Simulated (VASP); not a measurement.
# Na (P6_3/mmc) in VASP: further runs, part 2 of 2

VASP 6.6.1. Earlier steps stand in the parts before.

## (4) Single point, LDA

This run uses another cell than the first one, of 32.60 Å³/atom.

Contents of INCAR:

```
  PREC = Accurate
  ENCUT = 520
  EDIFF = 1E-7
  ISMEAR = 0
  SIGMA = 0.15
  LREAL = False
  LASPH = True
  NELM = 80
  ALGO = Fast
  ISIF = 2
  LWAVE = False
  LCHARG = False
  NBANDS = 14
```

Contents of KPOINTS:

```
regular mesh
0
Gamma
  15 15 8
```

Contents of POSCAR:

```
Na
1.0
    3.5728208651      0.0000000000      0.0000000000
   -1.7864104326      3.0941536323      0.0000000000
    0.0000000000      0.0000000000      5.8981745703
Na
2
Direct
    0.3333333333      0.6666666667      0.2500000000
    0.6666666667      0.3333333333      0.7500000000
```

Potentials or basis: VASP PAW LDA potentials, release 64 (Na_pv).

Run with:

```
$ cat potpaw_LDA.64/Na_pv/POTCAR > POTCAR
$ mpirun -np 1 vasp_std > vasp.out
```

OUTCAR:

```text
PREC = Accurate
   ENCUT = 520
   EDIFF = 1E-7
   ISMEAR = 0
   LREAL = False
   LASPH = True
   NELM = 80
   ISIF = 2

 ion  position               nearest neighbor table
   1  0.333  0.667  0.250-
   2  0.667  0.333  0.750-

  LATTYP: Found a hexagonal cell.
 ALAT       =     3.5728208651
 C/A-ratio  =     1.6508453105

  Lattice vectors:

 A1 = (   3.5728208651,   0.0000000000,   0.0000000000)
 A2 = (  -1.7864104326,   3.0941536323,   0.0000000000)
 A3 = (   0.0000000000,   0.0000000000,   5.8981745703)

Analysis of symmetry for initial positions (statically):
=====================================================================
 Subroutine PRICEL returns:
 Original cell was already a primitive cell.

 Routine SETGRP: Setting up the symmetry group for a
 hexagonal supercell.

 Subroutine GETGRP returns: Found 24 space group operations
 (whereof 12 operations were pure point group operations)
 out of a pool of 24 trial point group operations.

The static configuration has the point symmetry D_3d.
 The point group associated with its full space group is D_6h.

Analysis of symmetry for dynamics (positions and initial velocities):
=====================================================================
 Subroutine PRICEL returns:
 Original cell was already a primitive cell.

 Routine SETGRP: Setting up the symmetry group for a
 hexagonal supercell.

 Subroutine GETGRP returns: Found 24 space group operations
 (whereof 12 operations were pure point group operations)
 out of a pool of 24 trial point group operations.

The dynamic configuration has the point symmetry D_3d.
 The point group associated with its full space group is D_6h.

 Subroutine INISYM returns: Found 24 space group operations
 (whereof 12 operations are pure point group operations),
 and found     1 'primitive' translations

----------------------------------------------------------------------------------------

                                     Primitive cell

  volume of cell :      65.2035

[... 120 lines left out ...]
 RMM-DIIS sequential band-by-band and
 Gauss-broadening in eV      SIGMA  =   0.15
  energy-cutoff  :      520.00
  volume of cell :       65.20
 maximum number of plane-waves:      1786
 NGX is ok and might be reduce to    28
   NGX = 13   NGY = 13   NGZ = 21

 number of electron      14.0000006 magnetization

 Free energy of the ion-electron system (eV)
  ---------------------------------------------------
  ext. energy  EPLUGINS =         0.00000000
  ---------------------------------------------------
  free energy    TOTEN  =        -2.91197189 eV

  energy without entropy =       -2.90062569  energy(sigma->0) =       -2.90629879

 E-fermi :   0.5570     XC(G=0):  -7.0982

 val. band max:        0.5523789166   @ k =   0.2000   0.2000   0.3750
 cond. band min:       0.5624400331   @ k =   0.1333   0.0000   0.1250
 fundamental gap:      0.0100611165
 Fermi energy:         0.5570352038

 k-point     1 :       0.0000    0.0000    0.0000
  band No.  band energies     occupation
      1     -24.3565      2.00000
      2     -24.3090      2.00000
      3     -24.3090      2.00000
      4     -24.3018      2.00000
      5     -24.3018      2.00000
      6     -24.3015      2.00000
      7      -3.0227      2.00000
      8       1.0819      0.00000
      9       1.5202      0.00000
     10      11.3127      0.00000
     11      11.3127      0.00000
     12      11.7327      0.00000
     13      11.7898      0.00000
     14      11.7898      0.00000
[... 377 lines left out ...]
      1     -24.3490      2.00000
      2     -24.3407      2.00000
      3     -24.3304      2.00000
      4     -24.3277      2.00000
      5     -24.3199      2.00000
      6     -24.3167      2.00000
      7       1.2564      0.00000
      8       1.4239      0.00000
      9       4.0998      0.00000
     10       5.0680      0.00000
     11       5.1125      0.00000
     12       5.6042      0.00000
     13       6.9621      0.00000
     14       7.9984      0.00000

 [... further k-points ...]

------------------------ aborting loop because EDIFF is reached ----------------------------------------

  FORCE on cell =-STRESS in cart. coord.  units (eV):
  Direction    XX          YY          ZZ          XY          YZ          ZX
  --------------------------------------------------------------------------------------
  -------------------------------------------------------------------------------------
  Total        0.0706622      0.0706622      0.0006622     -0.0000000     -0.0000000      0.0000000
  in kB        1.7363082      1.7363082      0.0162704     -0.0000000     -0.0000000      0.0000000
  external PRESSURE =       1.1629623 kB  Pullay stress =       0.0000000 kB

 VOLUME and BASIS-vectors are now :
 -----------------------------------------------------------------------------
  energy-cutoff  :      520.00
  volume of cell :       65.20
      direct lattice vectors                 reciprocal lattice vectors
     3.572820865  0.000000000  0.000000000     0.279890887  0.161595079  0.000000000
    -1.786410433  3.094153632  0.000000000     0.000000000  0.323190158  0.000000000
     0.000000000  0.000000000  5.898174570     0.000000000  0.000000000  0.169543981

 POSITION                                       TOTAL-FORCE (eV/Angst)
 -----------------------------------------------------------------------------------
     -0.00000      2.06277      1.47454         0.000000      0.000000      0.000000
      1.78641      1.03138      4.42363        -0.000000     -0.000000     -0.000000
 -----------------------------------------------------------------------------------
    total drift:                               -0.000000      0.000000      0.000000

  FREE ENERGIE OF THE ION-ELECTRON SYSTEM (eV)
  ---------------------------------------------------
  free  energy   TOTEN  =        -2.9119718933 eV

  energy  without entropy=       -2.9006256910  energy(sigma->0) =       -2.90629879
```

OSZICAR:

```text
N       E                     dE             d eps       ncg     rms          rms(c)
DAV:   1     0.102767529786E+03    0.10277E+03   -0.77783E+03  3788   0.987E+02
DAV:   2     0.847115057831E+00   -0.10192E+03   -0.10071E+03  3972   0.284E+02
DAV:   3    -0.286704993750E+01   -0.37142E+01   -0.37107E+01  4770   0.611E+01
DAV:   4    -0.291568981717E+01   -0.48640E-01   -0.48638E-01  4296   0.752E+00
DAV:   5    -0.291672978729E+01   -0.10400E-02   -0.10400E-02  4770   0.109E+00    0.296E-01
RMM:   6    -0.291374257044E+01    0.29872E-02   -0.12108E-03  4802   0.404E-01    0.191E-01
RMM:   7    -0.291196836445E+01    0.17742E-02   -0.16253E-03  4861   0.386E-01    0.313E-02
RMM:   8    -0.291195850694E+01    0.98575E-05   -0.43407E-04  4730   0.364E-01    0.557E-03
RMM:   9    -0.291196821489E+01   -0.97080E-05   -0.10651E-04  5537   0.123E-01    0.450E-03
RMM:  10    -0.291197121151E+01   -0.29966E-05   -0.32283E-05  5000   0.100E-01    0.390E-03
RMM:  11    -0.291197113669E+01    0.74813E-07   -0.11588E-05  5232   0.429E-02    0.360E-04
RMM:  12    -0.291197157039E+01   -0.43369E-06   -0.43126E-06  4618   0.290E-02    0.765E-04
RMM:  13    -0.291197175236E+01   -0.18198E-06   -0.73418E-07  3249   0.121E-02    0.154E-03
RMM:  14    -0.291197210371E+01   -0.35134E-06   -0.41475E-07  3186   0.993E-03    0.276E-03
RMM:  15    -0.291197188188E+01    0.22182E-06   -0.17530E-07  2266   0.571E-03    0.202E-03
RMM:  16    -0.291197189332E+01   -0.11436E-07   -0.32906E-08  2102   0.258E-03
   1 F= -.29119719E+01 E0= -.29062988E+01  d E =-.113462E-01
```

Run time: 2 min. Hardware: 1 thread of Oxide Virtual Turin-like, shared host; peak memory 0.18 GiB.

What came out:

| Item | Value |
| --- | --- |
| Free energy | -2.9120 eV |
| Pressure | 0.1 GPa |
| Band gap on the k mesh | zero (bands 7 and 8 overlap by 4.71 eV) |

## (5) Single point, LDA

This run uses another cell than the first one, of 34.38 Å³/atom.

Contents of INCAR:

```
SYSTEM = Na
ALGO = Normal
EDIFF = 1E-6
ENCUT = 520
GGA = CA
ISIF = 2
ISMEAR = 0
LASPH = .True.
LCHARG = .False.
LREAL = .False.
LWAVE = .False.
NBANDS = 14
NELM = 80
PREC = Accurate
SIGMA = 0.15
```

Contents of KPOINTS:

```
k-points
0
Gamma
  15 15 8
  0 0 0
```

Contents of POSCAR:

```
Na
1.0
    3.6691389303      0.0000000000      0.0000000000
   -1.8345694652      3.1775675237      0.0000000000
    0.0000000000      0.0000000000      5.8981745703
Na
2
Direct
    0.3333333333      0.6666666667      0.2500000000
    0.6666666667      0.3333333333      0.7500000000
```

Run with:

```
$ cat potpaw_LDA.64/Na_pv/POTCAR > POTCAR
$ mpirun -np 1 vasp_std > vasp.out
```

Run time: 78 s. Hardware: 1 thread of Oxide Virtual Turin-like, shared host; peak memory 0.18 GiB.

It converged, with:

```
Free energy            : -2.9116 eV
Pressure               : -0.2 GPa
Band gap on the k mesh : zero (bands 7 and 8 overlap by 4.47 eV)
```

Stress tensor (GPa, compression positive):
```
-0.26  0.00  0.00
 0.00 -0.26  0.00
 0.00  0.00 -0.16
```

Levels at points of the mesh, in eV from the Fermi level:
```csv
k point,band 3,band 4,band 5,band 6,band 7,band 8,band 9,band 10,band 11,band 12
"(0.00, 0.00, 0.00)",-24.90,-24.89,-24.89,-24.89,-3.46,0.65,1.08,10.23,10.23,10.60
"(0.00, 0.00, 0.50)",-24.90,-24.90,-24.90,-24.90,-2.35,-2.35,5.93,5.93,10.83,10.83
```

## (6) Overview

| cell | gap on the mesh (eV) | pressure (GPa) |
| --- | --- | --- |
| a = 3.476, b = 3.476, c = 5.898 Å, angles 90.0, 90.0, 120.0°, 2 atoms | none | 0.8 |
| a = 3.524, b = 3.524, c = 5.898 Å, angles 90.0, 90.0, 120.0°, 2 atoms | none | 0.5 |
| a = 3.573, b = 3.573, c = 5.898 Å, angles 90.0, 90.0, 120.0°, 2 atoms | none | 0.1 |
| a = 3.669, b = 3.669, c = 5.898 Å, angles 90.0, 90.0, 120.0°, 2 atoms | none | -0.2 |

Alike in all rows: task single point; level LDA; potentials or basis VASP PAW LDA potentials, release 64 (Na_pv); no spin polarisation; k mesh 15 × 15 × 8; cutoff (eV) 520; smearing gaussian 0.15 eV.

Total energies depend on the potentials used, so only differences within one code and one set of settings carry meaning.

The gap in the log of VASP goes by the Fermi energy; the results here count the filled bands.